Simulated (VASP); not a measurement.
# Bi (R-3m) in VASP: notebook

The runs below take Bi through single point, with PBE.

Everything below comes from runs of VASP 6.6.1. Logs are shortened: lines on timing, memory, paths and dates and some standing lists are left out, and cuts for length are marked.

## 1. The cell of the first run

Symmetry: R-3m, No. 166, trigonal system. Conventional cell: a = 4.410 Å, b = 4.410 Å, c = 11.862 Å, α = 90.00°, β = 90.00°, γ = 120.00°. Within 4.0 Å of Bi (site symmetry 3m) lie 6 Bi at 3.00 to 3.47 Å.

## 2. Single point, PBE (equal xx and yy strain of -3 %)

File INCAR:

```
SYSTEM = Bi
PREC = Accurate
ENCUT = 520
EDIFF = 1E-6
ISMEAR = -1
SIGMA = 0.03
LREAL = .False.
LASPH = .True.
NELM = 60
ALGO = Normal
ISIF = 2
LWAVE = .False.
LCHARG = .False.
GGA = PE
NBANDS = 22
```

File KPOINTS:

```
Automatic mesh
0
Gamma
  11 11 11
  0 0 0
```

File POSCAR:

```
Bi
1.0
    2.2048096880      1.2729474669      3.9540000000
   -2.2048096880      1.2729474669      3.9540000000
    0.0000000000     -2.5458949337      3.9540000000
Bi
2
Direct
    0.2338900000      0.2338900000      0.2338900000
    0.7661100000      0.7661100000      0.7661100000
```

Potentials or basis: VASP PAW PBE potentials, release 64 (Bi_d).

Launch:

```console
cat potpaw_PBE.64/Bi_d/POTCAR > POTCAR
mpirun -np 1 vasp_std > vasp.out
```

OUTCAR:

```text
SYSTEM = Bi
   PREC = Accurate
   ENCUT = 520
   EDIFF = 1E-6
   ISMEAR = -1
   LREAL = .False.
   LASPH = .True.
   NELM = 60
   ISIF = 2
   GGA = PE

 ion  position               nearest neighbor table
   1  0.234  0.234  0.234-   2 3.00   2 3.00   2 3.00   2 3.47   2 3.47   2 3.47
   2  0.766  0.766  0.766-   1 3.00   1 3.00   1 3.00   1 3.47   1 3.47   1 3.47

  LATTYP: Found a trigonal (rhomboedric) cell.
 ALAT       =     4.7027329303
 COS(alpha) =     0.5603859325

  Lattice vectors:

 A1 = (   2.2048096880,   1.2729474669,   3.9540000000)
 A2 = (  -2.2048096880,   1.2729474669,   3.9540000000)
 A3 = (   0.0000000000,  -2.5458949337,   3.9540000000)

Analysis of symmetry for initial positions (statically):
=====================================================================
 Subroutine PRICEL returns:
 Original cell was already a primitive cell.

 Routine SETGRP: Setting up the symmetry group for a
 trigonal (rhombohedral) supercell.

 Subroutine GETGRP returns: Found 12 space group operations
 (whereof 12 operations were pure point group operations)
 out of a pool of 12 trial point group operations.

The static configuration has the point symmetry D_3d.

Analysis of symmetry for dynamics (positions and initial velocities):
=====================================================================
 Subroutine PRICEL returns:
 Original cell was already a primitive cell.

 Routine SETGRP: Setting up the symmetry group for a
 trigonal (rhombohedral) supercell.

 Subroutine GETGRP returns: Found 12 space group operations
 (whereof 12 operations were pure point group operations)
 out of a pool of 12 trial point group operations.

The dynamic configuration has the point symmetry D_3d.

 Subroutine INISYM returns: Found 12 space group operations
 (whereof 12 operations are pure point group operations),
 and found     1 'primitive' translations

----------------------------------------------------------------------------------------

                                     Primitive cell

  volume of cell :      66.5839

  direct lattice vectors                    reciprocal lattice vectors
     2.204809688  1.272947467  3.954000000     0.226776943  0.130929729  0.084302816
    -2.204809688  1.272947467  3.954000000    -0.226776943  0.130929729  0.084302816
     0.000000000 -2.545894934  3.954000000     0.000000000 -0.261859458  0.084302816

  length of vectors
     4.702732930  4.702732930  4.702732930     0.275095148  0.275095148  0.275095148

  position of ions in fractional coordinates (direct lattice)
     0.233890000  0.233890000  0.233890000
     0.766110000  0.766110000  0.766110000

  ion indices of the primitive-cell ions
   primitive index   ion index
                 1           1
                 2           2

----------------------------------------------------------------------------------------

 KPOINTS: Automatic mesh

Automatic generation of k-mesh.
 Grid dimensions read from file:
 generate k-points for:   11   11   11

 Generating k-lattice:

  Cartesian coordinates                     Fractional coordinates (reciprocal lattice)
     0.020616086  0.011902703  0.007663892     0.090909091  0.000000000  0.000000000
    -0.020616086  0.011902703  0.007663892     0.000000000  0.090909091  0.000000000
     0.000000000 -0.023805405  0.007663892     0.000000000  0.000000000  0.090909091

  Length of vectors
     0.025008650  0.025008650  0.025008650

  Shift w.r.t. Gamma in fractional coordinates (k-lattice)
     0.000000000  0.000000000  0.000000000

 Subroutine IBZKPT returns following result:
 ===========================================

 Found    146 irreducible k-points:

 Following reciprocal coordinates:
            Coordinates               Weight
  0.000000  0.000000  0.000000      1.000000
  0.090909  0.000000  0.000000      6.000000
  0.181818 -0.000000  0.000000      6.000000
  0.272727 -0.000000  0.000000      6.000000
  0.363636  0.000000  0.000000      6.000000
  0.454545 -0.000000  0.000000      6.000000
[... 16 lines left out ...]
 -0.272727  0.181818 -0.000000     12.000000
 -0.181818  0.181818  0.000000      6.000000
 [... further k-points ...]
   k-points           NKPTS =    146   k-points in BZ     NKDIM =    146   number of bands    NBANDS=     22
   number of dos      NEDOS =    301   number of ions     NIONS =      2
   total plane-waves  NPLWV =  46656
   dimension x,y,z NGX =    36 NGY =   36 NGZ =   36
   dimension x,y,z NGXF=    72 NGYF=   72 NGZF=   72
   ions per type =               2
   NGX,Y,Z   is equivalent  to a cutoff of  12.73, 12.73, 12.73 a.u.
   NGXF,Y,Z  is equivalent  to a cutoff of  25.45, 25.45, 25.45 a.u.
 SYSTEM =  Bi
   PREC   = accura    normal or accurate (medium, high low for compatibility)
   ISTART =      0    job   : 0-new  1-cont  2-samecut
   ICHARG =      2    charge: 1-file 2-atom 10-const
   ISPIN  =      1    spin polarized calculation?
   LNONCOLLINEAR =      F non collinear calculations
   LSORBIT =      F    spin-orbit coupling
   LASPH  =      T    aspherical Exc in radial PAW
   ENCUT  =  520.0 eV  38.22 Ry    6.18 a.u.   8.74  8.74  8.74*2*pi/ulx,y,z
   NELM   =     60;   NELMIN=  2; NELMDL= -5     # of ELM steps
   EDIFF  = 0.1E-05   stopping-criterion for ELM
   LREAL  =      F    real-space projection
   EDIFFG = 0.1E-04   stopping-criterion for IOM
   NSW    =      0    number of steps for IOM
   IBRION =     -1    ionic relax: 0-MD 1-quasi-New 2-CG
   NFREE  =      0    steps in history (QN), initial steepest desc. (CG)
   ISIF   =      2    stress and relaxation
   ISYM   =      2    0-nonsym 1-usesym 2-fastsym
   POTIM  = 0.5000    time-step for ionic-motion
   TEBEG  =    0.0;   TEEND  =   0.0 temperature during run
   PSTRESS=    0.0 pullay stress
   NELECT =      30.0000    total number of electrons
   NUPDOWN=      -1.0000    fix difference up-down
   EMIN   =  10.00;   EMAX   =-10.00  energy-range for DOS
   EFERMI =   0.00;   METHOD = LEGACY
   ISMEAR =    -1;   SIGMA  =   0.03  broadening in eV -4-tet -1-fermi 0-gaus
   EFERMI_NEDOS =   21; number of points for ismear=-14 and -15
   IALGO  =     38    algorithm
   IMIX   =      4    mixing-type and parameters
     AMIX     =   0.40;   BMIX     =  1.00
     AMIX_MAG =   1.60;   BMIX_MAG =  1.00
  volume/ion in A,a.u.               =      33.29       224.67
  Fermi-wavevector in a.u.,A,eV,Ry     =   1.255043  2.371688 21.430999  1.575134
  Thomas-Fermi vector in A             =   2.388819
   LORBIT       =      0    0 simple, 1 ext, 2 COOP (PROOUT), +10 PAW based schemes
   GGA     = PE    functional components
   LHFCALC =     F    Hartree Fock is set to
   AEXX    =    0.0000 exact exchange contribution
   IVDW    =     0    specifies the selected vdW correction
   LEPSILON=     F    determine dielectric tensor
   LRPA    =     F    only Hartree local field effects (RPA)
 non-spin polarized calculation
  energy-cutoff  :      520.00
  volume of cell :       66.58
 maximum number of plane-waves:      1820
   NGX = 17   NGY = 17   NGZ = 17

 number of electron      30.0000003 magnetization

 Free energy of the ion-electron system (eV)
  ---------------------------------------------------
  ext. energy  EPLUGINS =         0.00000000
  ---------------------------------------------------
  free energy    TOTEN  =        -7.66248065 eV

  energy without entropy =       -7.66199681  energy(sigma->0) =       -7.66223873

 E-fermi :   7.0684     XC(G=0):  -9.7843

 val. band max:        7.0240902332   @ k =   0.2727   0.2727   0.1818
 cond. band min:       7.0942074814   @ k =   0.3636   0.1818   0.1818
 fundamental gap:      0.0701172482
 Fermi energy:         7.0684423124

 k-point     1 :       0.0000    0.0000    0.0000
  band No.  band energies     occupation
      1     -16.0393      2.00000
      2     -16.0393      2.00000
      3     -15.8581      2.00000
      4     -15.8581      2.00000
      5     -15.8446      2.00000
      6     -15.6333      2.00000
[... 14 lines left out ...]
     21      12.9482      0.00000
     22      13.2892      0.00000

 k-point     2 :       0.0909    0.0000    0.0000
  band No.  band energies     occupation
      1     -16.0323      2.00000
      2     -16.0301      2.00000
      3     -15.8551      2.00000
      4     -15.8524      2.00000
      5     -15.8397      2.00000
      6     -15.6376      2.00000
[... 14 lines left out ...]
     21      13.0248      0.00000
     22      14.0413      0.00000

 k-point     3 :       0.1818   -0.0000    0.0000
  band No.  band energies     occupation
      1     -16.0125      2.00000
      2     -16.0033      2.00000
      3     -15.8477      2.00000
      4     -15.8362      2.00000
      5     -15.8245      2.00000
      6     -15.6519      2.00000
[... 14 lines left out ...]
     21      13.4056      0.00000
     22      15.5338      0.00000

 k-point     4 :       0.2727   -0.0000    0.0000
  band No.  band energies     occupation
      1     -15.9833      2.00000
      2     -15.9610      2.00000
      3     -15.8381      2.00000
      4     -15.8114      2.00000
      5     -15.7998      2.00000
      6     -15.6776      2.00000
[... 14 lines left out ...]
     21      14.1466      0.00000
     22      17.2055      0.00000

 k-point     5 :       0.3636    0.0000    0.0000
  band No.  band energies     occupation
      1     -15.9520      2.00000
      2     -15.9074      2.00000
      3     -15.8288      2.00000
      4     -15.7814      2.00000
      5     -15.7701      2.00000
      6     -15.7125      2.00000
[... 417 lines left out ...]
 k-point    22 :      -0.3636    0.1818    0.0000
  band No.  band energies     occupation
      1     -15.9637      2.00000
      2     -15.8205      2.00000
      3     -15.8066      2.00000
      4     -15.7994      2.00000
      5     -15.7618      2.00000
      6     -15.7281      2.00000
[... 14 lines left out ...]
     21      15.1859      0.00000
     22      17.3018      0.00000

 k-point    23 :      -0.2727    0.1818   -0.0000
  band No.  band energies     occupation
      1     -15.9837      2.00000
      2     -15.8634      2.00000
      3     -15.8233      2.00000
      4     -15.8022      2.00000
      5     -15.7478      2.00000
      6     -15.7345      2.00000
[... 14 lines left out ...]
     21      16.1157      0.00000
     22      16.9830      0.00000

 k-point    24 :      -0.1818    0.1818    0.0000
  band No.  band energies     occupation
      1     -16.0022      2.00000
      2     -15.9185      2.00000
      3     -15.8338      2.00000
      4     -15.8221      2.00000
      5     -15.7696      2.00000
      6     -15.7065      2.00000
[... 14 lines left out ...]
     21      15.2517      0.00000
     22      15.8411      0.00000

 [... further k-points ...]
[... 5 lines left out ...]
  --------------------------------------------------------------------------------------
  -------------------------------------------------------------------------------------
  Total        2.4533164      2.4533164      1.9151158      0.0000000      0.0000000      0.0000000
  in kB       59.0329699     59.0329699     46.0825100      0.0000000      0.0000000      0.0000000
  external PRESSURE =      54.7161499 kB  Pullay stress =       0.0000000 kB

 VOLUME and BASIS-vectors are now :
 -----------------------------------------------------------------------------
  energy-cutoff  :      520.00
  volume of cell :       66.58
      direct lattice vectors                 reciprocal lattice vectors
     2.204809688  1.272947467  3.954000000     0.226776943  0.130929729  0.084302816
    -2.204809688  1.272947467  3.954000000    -0.226776943  0.130929729  0.084302816
     0.000000000 -2.545894934  3.954000000     0.000000000 -0.261859458  0.084302816

 POSITION                                       TOTAL-FORCE (eV/Angst)
 -----------------------------------------------------------------------------------
      0.00000      0.00000      2.77440         0.000000      0.000000      0.480182
      0.00000      0.00000      9.08760         0.000000     -0.000000     -0.480182
 -----------------------------------------------------------------------------------
    total drift:                                0.000000     -0.000000      0.000000

  FREE ENERGIE OF THE ION-ELECTRON SYSTEM (eV)
  ---------------------------------------------------
  free  energy   TOTEN  =        -7.6624806518 eV

  energy  without entropy=       -7.6619968060  energy(sigma->0) =       -7.66223873
```

Run time: 88 s. Hardware: 1 thread of Intel Xeon 6975P-C (Granite Rapids), shared host; peak memory 0.32 GiB.

What came out:

| Item | Value |
| --- | --- |
| Free energy | -7.6625 eV |
| Pressure | 5.5 GPa |
| Largest force | 0.480 eV/Å |
| Band gap on the k mesh | zero (bands 15 and 16 overlap by 0.18 eV) |

Forces on the atoms (eV/Å):
```
Bi   0.000  0.000  0.480
Bi   0.000  0.000 -0.480
```

Stress tensor (GPa, compression positive):
```
5.90 0.00 0.00
0.00 5.90 0.00
0.00 0.00 4.61
```

Caveat: the cell differs from its parent crystal (equal xx and yy strain of -3 %); the cell stands under pressure; spin-orbit coupling is left out, which moves the levels of the heavy elements.

## 3. Single point, PBE (equal xx and yy strain of -1 %)

File INCAR:

```
SYSTEM = Bi
PREC     = Accurate       ! precision mode
ENCUT    = 520            ! plane-wave cutoff, eV
EDIFF    = 1E-6           ! SCF threshold, eV
ISMEAR   = -1             ! smearing method
SIGMA    = 0.03           ! smearing width, eV
LREAL    = .FALSE.        ! projectors in reciprocal space
LASPH    = .TRUE.         ! aspherical terms in the spheres
NELM     = 60             ! most SCF steps
ALGO     = Normal         ! electronic algorithm
ISIF     = 2              ! what is computed and relaxed
LWAVE    = .FALSE.        ! write WAVECAR
LCHARG   = .FALSE.        ! write CHGCAR
GGA      = PE             ! functional
NBANDS   = 22             ! bands
```

File KPOINTS:

```
Automatic mesh
0
G
  11 11 11
  0 0 0
```

File POSCAR:

```
Bi
1.0
    2.2502696816      1.2991938064      3.9540000000
   -2.2502696816      1.2991938064      3.9540000000
    0.0000000000     -2.5983876128      3.9540000000
Bi
2
Direct
    0.2338900000      0.2338900000      0.2338900000
    0.7661100000      0.7661100000      0.7661100000
```

Potentials or basis: VASP PAW PBE potentials, release 64 (Bi_d).

Launch:

```console
cat potpaw_PBE.64/Bi_d/POTCAR > POTCAR
mpirun -np 1 vasp_std > vasp.out
```

Wall time 82 s (1 thread of Intel Xeon 6975P-C (Granite Rapids), shared host); peak memory 0.31 GiB.

It converged, with:

* Free energy: -7.7396 eV
* Pressure: 2.9 GPa
* Largest force: 0.283 eV/Å
* Band gap on the k mesh: zero (bands 15 and 16 overlap by 0.09 eV)

Forces in eV/Å, atoms in the order of the input:
```
Bi   0.000  0.000  0.283
Bi   0.000  0.000 -0.283
```

Stress tensor (GPa, compression positive):
```
2.96 0.00 0.00
0.00 2.96 0.00
0.00 0.00 2.64
```

Levels at points of the mesh, in eV from the Fermi level:
```csv
k point,band 11,band 12,band 13,band 14,band 15,band 16,band 17,band 18,band 19,band 20
"(0.00, 0.00, 0.00)",-13.20,-7.40,-1.57,-1.20,-1.20,2.50,2.99,2.99,5.64,5.84
```

Caveat: the cell differs from its parent crystal (equal xx and yy strain of -1 %); spin-orbit coupling is left out, which moves the levels of the heavy elements.
